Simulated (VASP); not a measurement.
# TaSi5B2 (P-3m1) in VASP: notebook

The runs below take TaSi5B2 through single point, with PBE.

All numbers are computed with VASP 6.6.1; they aren't measurements. Logs are shortened: lines on timing, memory, paths and dates and some standing lists are left out, and cuts for length are marked.

**1. The cell of the first run**

It takes space group P-3m1 (No. 164, trigonal). Conventional cell: a = 3.187 Å, b = 3.187 Å, c = 12.088 Å, α = 90.00°, β = 90.00°, γ = 120.00°. Within 3.2 Å of Ta (site symmetry -3m) lie 6 B at 2.39 Å and 2 Si at 2.55 Å and 6 Ta at 3.19 Å. Within 3.4 Å of Si (site symmetry 3m) lie 12 Si at 2.50 to 3.19 Å and 3 B at 3.38 Å. Si (site symmetry 3m) has 3 B at 2.11 Å and 1 Ta at 2.55 Å and 3 Si at 2.57 Å within 2.8 Å. Si (site symmetry -3m) has 12 Si at 2.50 to 3.19 Å within 3.3 Å. B (site symmetry 3m) has 3 Si at 2.11 Å and 3 Ta at 2.39 Å within 2.8 Å.

The cell was built from a structure type or drawn by symmetry, and may not be a known phase.

**2. Single point, PBE**

The input, INCAR:

```
SYSTEM = TaSi5B2
  PREC = Accurate
  ENCUT = 500
  EDIFF = 1E-6
  ISMEAR = 0
  SIGMA = 0.1
  LREAL = .FALSE.
  LASPH = .TRUE.
  NELM = 120
  ALGO = Normal
  ISIF = 2
  LWAVE = .FALSE.
  LCHARG = .FALSE.
  GGA = PE
  NBANDS = 28
  GGA_COMPAT = .FALSE.
```

The input, KPOINTS:

```
Automatic mesh
0
G
  6 6 2
  0 0 0
```

The input, POSCAR:

```
TaSi5B2
1.0
    3.1873861287      0.0000000000      0.0000000000
   -1.5936930644      2.7603573591      0.0000000000
    0.0000000000      0.0000000000     12.0884430835
Ta Si B
1 5 2
Direct
    0.0000000000      0.0000000000      0.5000000000
    0.3333333333      0.6666666667      0.1400179375
    0.6666666667      0.3333333333      0.8599820625
    0.0000000000      0.0000000000      0.2886796571
    0.0000000000      0.0000000000      0.7113203429
    0.0000000000      0.0000000000      0.0000000000
    0.3333333333      0.6666666667      0.6258669617
    0.6666666667      0.3333333333      0.3741330383
```

Potentials or basis: VASP PAW PBE potentials, release 64 (Ta_pv, Si, B).

On the command line:

```console
> cat potpaw_PBE.64/Ta_pv/POTCAR potpaw_PBE.64/Si/POTCAR potpaw_PBE.64/B/POTCAR > POTCAR
> mpirun -np 1 vasp_std > vasp.out
```

OUTCAR:

```text
SYSTEM = TaSi5B2
   PREC = Accurate
   ENCUT = 500
   EDIFF = 1E-6
   ISMEAR = 0
   LREAL = .FALSE.
   LASPH = .TRUE.
   NELM = 120
   ISIF = 2
   GGA = PE

 ion  position               nearest neighbor table
   1  0.000  0.000  0.500-   7 2.39   8 2.39   8 2.39   7 2.39   8 2.39   7 2.39   4 2.55   5 2.55

   2  0.333  0.667  0.140-   6 2.50   6 2.50   6 2.50   4 2.57   4 2.57   4 2.57
   3  0.667  0.333  0.860-   6 2.50   6 2.50   6 2.50   5 2.57   5 2.57   5 2.57
   4  0.000  0.000  0.289-   8 2.11   8 2.11   8 2.11   1 2.55   2 2.57   2 2.57   2 2.57
   5  0.000  0.000  0.711-   7 2.11   7 2.11   7 2.11   1 2.55   3 2.57   3 2.57   3 2.57
   6  0.000  0.000  0.000-   2 2.50   3 2.50   3 2.50   2 2.50   3 2.50   2 2.50
   7  0.333  0.667  0.626-   5 2.11   5 2.11   5 2.11   1 2.39   1 2.39   1 2.39
   8  0.667  0.333  0.374-   4 2.11   4 2.11   4 2.11   1 2.39   1 2.39   1 2.39

  LATTYP: Found a hexagonal cell.
 ALAT       =     3.1873861287
 C/A-ratio  =     3.7925882197

  Lattice vectors:

 A1 = (   3.1873861287,   0.0000000000,   0.0000000000)
 A2 = (  -1.5936930644,   2.7603573591,   0.0000000000)
 A3 = (   0.0000000000,   0.0000000000,  12.0884430835)

Analysis of symmetry for initial positions (statically):
=====================================================================
 Subroutine PRICEL returns:
 Original cell was already a primitive cell.

 Routine SETGRP: Setting up the symmetry group for a
 hexagonal supercell.

 Subroutine GETGRP returns: Found 12 space group operations
 (whereof 12 operations were pure point group operations)
 out of a pool of 24 trial point group operations.

The static configuration has the point symmetry D_3d.

Analysis of symmetry for dynamics (positions and initial velocities):
=====================================================================
 Subroutine PRICEL returns:
 Original cell was already a primitive cell.

 Routine SETGRP: Setting up the symmetry group for a
 hexagonal supercell.

 Subroutine GETGRP returns: Found 12 space group operations
 (whereof 12 operations were pure point group operations)
 out of a pool of 24 trial point group operations.

The dynamic configuration has the point symmetry D_3d.

 Subroutine INISYM returns: Found 12 space group operations
 (whereof 12 operations are pure point group operations),
 and found     1 'primitive' translations

----------------------------------------------------------------------------------------

                                     Primitive cell

  volume of cell :     106.3580

  direct lattice vectors                    reciprocal lattice vectors
     3.187386129  0.000000000  0.000000000     0.313736698  0.181135967  0.000000000
    -1.593693064  2.760357359  0.000000000     0.000000000  0.362271934  0.000000000
     0.000000000  0.000000000 12.088443083     0.000000000  0.000000000  0.082723639

  length of vectors
     3.187386129  3.187386129 12.088443083     0.362271934  0.362271934  0.082723639

  position of ions in fractional coordinates (direct lattice)
     0.000000000  0.000000000  0.500000000
     0.333333333  0.666666667  0.140017937
     0.666666667  0.333333333  0.859982063
     0.000000000  0.000000000  0.288679657
     0.000000000  0.000000000  0.711320343
     0.000000000  0.000000000  0.000000000
     0.333333333  0.666666667  0.625866962
     0.666666667  0.333333333  0.374133038

  ion indices of the primitive-cell ions
   primitive index   ion index
                 1           1
                 2           2
                 3           3
                 4           4
                 5           5
                 6           6
                 7           7
                 8           8

----------------------------------------------------------------------------------------

 KPOINTS: Automatic mesh

Automatic generation of k-mesh.
 Grid dimensions read from file:
 generate k-points for:    6    6    2

 Generating k-lattice:

  Cartesian coordinates                     Fractional coordinates (reciprocal lattice)
     0.052289450  0.030189328  0.000000000     0.166666667  0.000000000  0.000000000
     0.000000000  0.060378656  0.000000000     0.000000000  0.166666667  0.000000000
     0.000000000  0.000000000  0.041361819     0.000000000  0.000000000  0.500000000

  Length of vectors
     0.060378656  0.060378656  0.041361819

  Shift w.r.t. Gamma in fractional coordinates (k-lattice)
     0.000000000  0.000000000  0.000000000

 Subroutine IBZKPT returns following result:
 ===========================================

 Found     14 irreducible k-points:

 Following reciprocal coordinates:
            Coordinates               Weight
  0.000000  0.000000  0.000000      1.000000
  0.166667  0.000000  0.000000      6.000000
  0.333333 -0.000000  0.000000      6.000000
  0.500000  0.000000  0.000000      3.000000
  0.166667  0.166667  0.000000      6.000000
  0.333333  0.166667  0.000000     12.000000
  0.333333  0.333333  0.000000      2.000000
  0.000000  0.000000  0.500000      1.000000
  0.166667  0.000000  0.500000      6.000000
  0.333333 -0.000000  0.500000      6.000000
  0.500000  0.000000  0.500000      3.000000
  0.166667  0.166667  0.500000      6.000000
  0.333333  0.166667  0.500000     12.000000
  0.333333  0.333333  0.500000      2.000000
   k-points           NKPTS =     14   k-points in BZ     NKDIM =     14   number of bands    NBANDS=     28
   number of dos      NEDOS =    301   number of ions     NIONS =      8
   total plane-waves  NPLWV =  51840
   dimension x,y,z NGX =    24 NGY =   24 NGZ =   90
   dimension x,y,z NGXF=    48 NGYF=   48 NGZF=  180
   ions per type =               1   5   2
   NGX,Y,Z   is equivalent  to a cutoff of  12.52, 12.52, 12.38 a.u.
   NGXF,Y,Z  is equivalent  to a cutoff of  25.04, 25.04, 24.75 a.u.
 SYSTEM =  TaSi5B2
   PREC   = accura    normal or accurate (medium, high low for compatibility)
   ISTART =      0    job   : 0-new  1-cont  2-samecut
   ICHARG =      2    charge: 1-file 2-atom 10-const
   ISPIN  =      1    spin polarized calculation?
   LNONCOLLINEAR =      F non collinear calculations
   LSORBIT =      F    spin-orbit coupling
   LASPH  =      T    aspherical Exc in radial PAW
   ENCUT  =  500.0 eV  36.75 Ry    6.06 a.u.   5.81  5.81 22.04*2*pi/ulx,y,z
   NELM   =    120;   NELMIN=  2; NELMDL= -5     # of ELM steps
   EDIFF  = 0.1E-05   stopping-criterion for ELM
   LREAL  =      F    real-space projection
   EDIFFG = 0.1E-04   stopping-criterion for IOM
   NSW    =      0    number of steps for IOM
   IBRION =     -1    ionic relax: 0-MD 1-quasi-New 2-CG
   NFREE  =      0    steps in history (QN), initial steepest desc. (CG)
   ISIF   =      2    stress and relaxation
   ISYM   =      2    0-nonsym 1-usesym 2-fastsym
   POTIM  = 0.5000    time-step for ionic-motion
   TEBEG  =    0.0;   TEEND  =   0.0 temperature during run
   PSTRESS=    0.0 pullay stress
   NELECT =      37.0000    total number of electrons
   NUPDOWN=      -1.0000    fix difference up-down
   EMIN   =  10.00;   EMAX   =-10.00  energy-range for DOS
   EFERMI =   0.00;   METHOD = LEGACY
   ISMEAR =     0;   SIGMA  =   0.10  broadening in eV -4-tet -1-fermi 0-gaus
   EFERMI_NEDOS =   21; number of points for ismear=-14 and -15
   IALGO  =     38    algorithm
   IMIX   =      4    mixing-type and parameters
     AMIX     =   0.40;   BMIX     =  1.00
     AMIX_MAG =   1.60;   BMIX_MAG =  1.00
  volume/ion in A,a.u.               =      13.29        89.72
  Fermi-wavevector in a.u.,A,eV,Ry     =   1.151380  2.175792 18.036911  1.325676
  Thomas-Fermi vector in A             =   2.288038
   LORBIT       =      0    0 simple, 1 ext, 2 COOP (PROOUT), +10 PAW based schemes
   GGA     = PE    functional components
   LHFCALC =     F    Hartree Fock is set to
   AEXX    =    0.0000 exact exchange contribution
   IVDW    =     0    specifies the selected vdW correction
   LEPSILON=     F    determine dielectric tensor
   LRPA    =     F    only Hartree local field effects (RPA)
 non-spin polarized calculation
 Gauss-broadening in eV      SIGMA  =   0.10
  energy-cutoff  :      500.00
  volume of cell :      106.36
 maximum number of plane-waves:      2728
 NGX is ok and might be reduce to    24
   NGX = 11   NGY = 11   NGZ = 45

 number of electron      37.0000000 magnetization

 Free energy of the ion-electron system (eV)
  ---------------------------------------------------
  ext. energy  EPLUGINS =         0.00000000
  ---------------------------------------------------
  free energy    TOTEN  =       -50.52885249 eV

  energy without entropy =      -50.50458668  energy(sigma->0) =      -50.51671958

 E-fermi :   8.3101     XC(G=0): -11.3928

 val. band max:        8.3024506818   @ k =   0.3333   0.1667   0.0000
 cond. band min:       8.3241212828   @ k =   0.3333  -0.0000   0.5000
 fundamental gap:      0.0216706010
 Fermi energy:         8.3101258966

 k-point     1 :       0.0000    0.0000    0.0000
  band No.  band energies     occupation
      1     -26.0291      2.00000
      2     -25.6697      2.00000
      3     -25.6697      2.00000
      4      -5.3913      2.00000
      5      -4.5401      2.00000
      6      -3.8833      2.00000
[... 20 lines left out ...]
     27      13.3435      0.00000
     28      14.5283      0.00000

 k-point     2 :       0.1667    0.0000    0.0000
  band No.  band energies     occupation
      1     -26.0111      2.00000
      2     -25.7809      2.00000
      3     -25.6957      2.00000
      4      -4.8765      2.00000
      5      -4.0502      2.00000
      6      -3.3727      2.00000
[... 364 lines left out ...]
 k-point    14 :       0.3333    0.3333    0.5000
  band No.  band energies     occupation
      1     -25.9728      2.00000
      2     -25.9728      2.00000
      3     -25.9477      2.00000
      4       0.1716      2.00000
      5       0.1798      2.00000
      6       0.7503      2.00000
[... 20 lines left out ...]
     27      14.2346      0.00000
     28      14.9708      0.00000

------------------------ aborting loop because EDIFF is reached ----------------------------------------

  FORCE on cell =-STRESS in cart. coord.  units (eV):
  Direction    XX          YY          ZZ          XY          YZ          ZX
  --------------------------------------------------------------------------------------
  -------------------------------------------------------------------------------------
  Total        2.1556722      2.1556722     -0.8092576     -0.0000000      0.0000000     -0.0000000
  in kB       32.4730400     32.4730400    -12.1906540     -0.0000000      0.0000000     -0.0000000
  external PRESSURE =      17.5851420 kB  Pullay stress =       0.0000000 kB

 VOLUME and BASIS-vectors are now :
 -----------------------------------------------------------------------------
  energy-cutoff  :      500.00
  volume of cell :      106.36
      direct lattice vectors                 reciprocal lattice vectors
     3.187386129  0.000000000  0.000000000     0.313736698  0.181135967  0.000000000
    -1.593693064  2.760357359  0.000000000     0.000000000  0.362271934  0.000000000
     0.000000000  0.000000000 12.088443083     0.000000000  0.000000000  0.082723639

 POSITION                                       TOTAL-FORCE (eV/Angst)
 -----------------------------------------------------------------------------------
      0.00000      0.00000      6.04422        -0.000000      0.000000     -0.000000
     -0.00000      1.84024      1.69260        -0.000000     -0.000000     -0.067125
      1.59369      0.92012     10.39584         0.000000      0.000000      0.067125
      0.00000      0.00000      3.48969        -0.000000     -0.000000      0.125533
      0.00000      0.00000      8.59876         0.000000      0.000000     -0.125533
      0.00000      0.00000      0.00000        -0.000000      0.000000     -0.000000
     -0.00000      1.84024      7.56576        -0.000000     -0.000000     -0.058188
      1.59369      0.92012      4.52269         0.000000      0.000000      0.058188
 -----------------------------------------------------------------------------------
    total drift:                               -0.000000     -0.000000      0.000000

  FREE ENERGIE OF THE ION-ELECTRON SYSTEM (eV)
  ---------------------------------------------------
  free  energy   TOTEN  =       -50.5288524898 eV

  energy  without entropy=      -50.5045866767  energy(sigma->0) =      -50.51671958
```

Run time: 49 s. Hardware: 1 thread of AMD EPYC 7R43 (Zen 3), shared host; peak memory 0.19 GiB.

Results:

* Free energy: -50.5289 eV
* Pressure: 1.8 GPa
* Largest force: 0.126 eV/Å
* Band gap on the k mesh: zero (an odd number of electrons rules out a gap without spin polarisation)

Forces on the atoms (eV/Å):
```
Ta   0.000  0.000  0.000
Si   0.000  0.000 -0.067
Si   0.000  0.000  0.067
Si   0.000  0.000  0.126
Si   0.000  0.000 -0.126
Si   0.000  0.000  0.000
B    0.000  0.000 -0.058
B    0.000  0.000  0.058
```

Levels at points of the mesh, in eV from the Fermi level:
```csv
k point,band 16,band 17,band 18,band 19,band 20,band 21,band 22,band 23
"(0.00, 0.00, 0.00)",1.15,1.31,1.31,2.68,2.68,3.41,3.41,4.32
"(0.50, 0.00, 0.00)",-1.58,-1.36,-1.00,-0.10,0.25,1.10,1.17,2.32
"(0.00, 0.00, 0.50)",1.22,1.32,1.32,2.71,2.71,3.31,3.31,3.95
"(0.50, 0.00, 0.50)",-1.87,-1.23,-1.22,-0.43,0.12,1.33,1.78,2.18
```

Caveat: the k points lie up to 0.38 Å⁻¹ apart, too coarse for converged energies and pressures of a metal; spin-orbit coupling is left out, which moves the levels of the heavy elements.

**3. Single point, PBE**

This run uses another cell than the first one, of 13.53 Å³/atom.

The input, INCAR:

```
SYSTEM = TaSi5B2
PREC = Accurate
ENCUT = 500
EDIFF = 1E-6
ISMEAR = 0
SIGMA = 0.1
LREAL = .FALSE.
LASPH = .TRUE.
NELM = 120
ALGO = Normal
ISIF = 2
LWAVE = .FALSE.
LCHARG = .FALSE.
GGA = PE
NBANDS = 28
GGA_COMPAT = .FALSE.
```

KPOINTS is that of step 2.

The input, POSCAR:

```
TaSi5B2
1.0
    3.2478708960      0.0000000000      0.0000000000
   -1.6239354480      2.8127387041      0.0000000000
    0.0000000000      0.0000000000     11.8480947355
Ta Si B
1 5 2
Direct
    0.0000000000      0.0000000000      0.5000000000
    0.3333333333      0.6666666667      0.1363343253
    0.6666666667      0.3333333333      0.8636656747
    0.0000000000      0.0000000000      0.2866455808
    0.0000000000      0.0000000000      0.7133544192
    0.0000000000      0.0000000000      0.0000000000
    0.3333333333      0.6666666667      0.6262414169
    0.6666666667      0.3333333333      0.3737585831
```

Potentials or basis: VASP PAW PBE potentials, release 64 (Ta_pv, Si, B).

On the command line:

```console
> cat potpaw_PBE.64/Ta_pv/POTCAR potpaw_PBE.64/Si/POTCAR potpaw_PBE.64/B/POTCAR > POTCAR
> mpirun -np 1 vasp_std > vasp.out
```

Wall time 47 s (1 thread of AMD EPYC 7R43 (Zen 3), shared host); peak memory 0.19 GiB.

The run converged. Its results:

```yaml
Free_energy: -50.5886 eV
Pressure: 0.0 GPa
Largest_force: 0.033 eV/Å
Band_gap_on_the_k_mesh: zero (an odd number of electrons rules out a gap without spin polarisation)
```

Forces in eV/Å, atoms in the order of the input:
```
Ta   0.000  0.000  0.000
Si   0.000  0.000 -0.033
Si   0.000  0.000  0.033
Si   0.000  0.000 -0.004
Si   0.000  0.000  0.004
Si   0.000  0.000  0.000
B    0.000  0.000  0.016
B    0.000  0.000 -0.016
```

Stress tensor (GPa, compression positive):
```
 0.22  0.00  0.00
 0.00  0.22  0.00
 0.00  0.00 -0.30
```

Levels at points of the mesh, in eV from the Fermi level:
```
           k point  band 15  band 16  band 17  band 18  band 19  band 20  band 21  band 22  band 23  band 24
(0.00, 0.00, 0.00)     0.90     0.94     1.04     1.04     2.15     2.15     2.92     2.92     4.48     4.48
(0.50, 0.00, 0.00)    -2.68    -1.61    -1.44    -0.78    -0.42     0.35     0.86     1.27     2.06     3.03
(0.00, 0.00, 0.50)     0.89     1.05     1.05     1.48     2.17     2.17     2.82     2.82     4.55     4.60
(0.50, 0.00, 0.50)    -2.70    -1.83    -1.42    -1.08    -0.82     0.27     1.37     1.56     1.92     2.64
```

Caveat: the k points lie up to 0.37 Å⁻¹ apart, too coarse for converged energies and pressures of a metal; spin-orbit coupling is left out, which moves the levels of the heavy elements.
